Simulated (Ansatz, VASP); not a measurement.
**BaF2 in VASP and in Ansatz**

File INCAR:

```
ALGO = Normal ; EDIFF = 1E-6
ENCUT = 600 ; GGA = CA
GGA_COMPAT = False ; ISIF = 2
ISMEAR = 0 ; LASPH = True
LCHARG = False ; LREAL = False
LWAVE = False ; NBANDS = 19
NELM = 120 ; PREC = Accurate
SIGMA = 0.02
```

Contents of KPOINTS:

```
k-points
0
Gamma
  6 6 6
```

Contents of POSCAR:

```
BaF2
1.0
    0.0000000000      3.1230009549      3.1230009549
    3.1230009549      0.0000000000      3.1230009549
    3.1230009549      3.1230009549      0.0000000000
Ba F
1 2
Direct
    0.0000000000      0.0000000000      0.0000000000
    0.2500000000      0.2500000000      0.2500000000
    0.7500000000      0.7500000000      0.7500000000
```

Input for Ansatz:

```yaml
crystal:
  lattice:
    - [0.0, 3.1230009549, 3.1230009549]
    - [3.1230009549, 0.0, 3.1230009549]
    - [3.1230009549, 3.1230009549, 0.0]
  atoms:
    - { symbol: Ba, position: [0.0, 0.0, 0.0] }
    - { symbol: F, position: [0.25, 0.25, 0.25] }
    - { symbol: F, position: [0.75, 0.75, 0.75] }
basis:
  ecutwfc: 420
kpoints:
  mp_grid: { grid: [6, 6, 6] }
  band_path:
    path:
      - [[0.0, 0.0, 0.0], [0.5, 0.0, 0.5], [0.625, 0.25, 0.625]]
      - [[0.375, 0.375, 0.75], [0.0, 0.0, 0.0], [0.5, 0.5, 0.5], [0.5, 0.25, 0.75], [0.5, 0.0, 0.5]]
    npoints: 14
hamiltonian:
  xc: lda
scf:
  occupations: { method: gaussian, width: 0.02 }
  n_extra_bands: 7
output:
  forces: true
  stress: true
  eigenvalues: true
  populations: true
  dos: { projected: true, de: 0.02, nscf_kmesh: { grid: [9, 9, 9] } }
  bader: true
  write_density: true
  write_potential: true
  elf: true
  volumetric_format: npy
```

Alike in both runs: task single point; functional LDA; k mesh 6 × 6 × 6; occupations gaussian, width 0.02 eV; no spin polarisation.

|  | VASP | Ansatz |
| --- | --- | --- |
| version | VASP 6.6.1 | Ansatz 0.2.0 |
| potentials or method | VASP PAW LDA potentials, release 64 (Ba_sv, F), cutoff 600 eV | scalar-relativistic, plane waves, PAW |
| valence electrons in the cell | 24 | 24 |

```tsv
	VASP	Ansatz	Ansatz less VASP
gap on the k mesh at the Fermi level (eV)	6.31	6.38	+0.069
least direct gap on the mesh (eV)	6.37	6.45	+0.079
pressure (GPa)	-4.6	-5.6	-0.99
```

LDA's correlation is that of Perdew and Zunger in VASP and of Perdew and Wang (1992) in Ansatz.

Spin-orbit coupling is off throughout.
